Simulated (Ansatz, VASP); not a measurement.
**K in VASP and in Ansatz**

```
CELL_PARAMETERS angstrom
-2.48710 2.48710 2.55255
2.48710 -2.48710 2.55255
2.48710 2.48710 -2.55255
ATOMIC_POSITIONS crystal
K 0.00000 0.00000 0.00000
```

Change from the starting cell: strain -0.050 along x and y, -0.025 along z, atoms carried along.

Alike in both runs: task single point; functional PBEsol; k mesh 14 × 14 × 14; occupations gaussian, width 0.15 eV; no spin polarisation.

|  | VASP | Ansatz |
| --- | --- | --- |
| version | VASP 6.6.1 | Ansatz 0.2.0 |
| potentials or method | VASP PAW PBE potentials, release 64 (K_sv), cutoff 520 eV | scalar-relativistic, plane waves, PAW |
| valence electrons in the cell | 9 | 9 |

```tsv
	VASP	Ansatz	Ansatz less VASP
gap on the k mesh at the Fermi level (eV)	none	none	-
pressure (GPa)	0.5	0.5	+0.01
```

VASP's potentials were made for PBE, not for PBEsol. A gap of «none» marks a metal or a gap that the smearing closes.
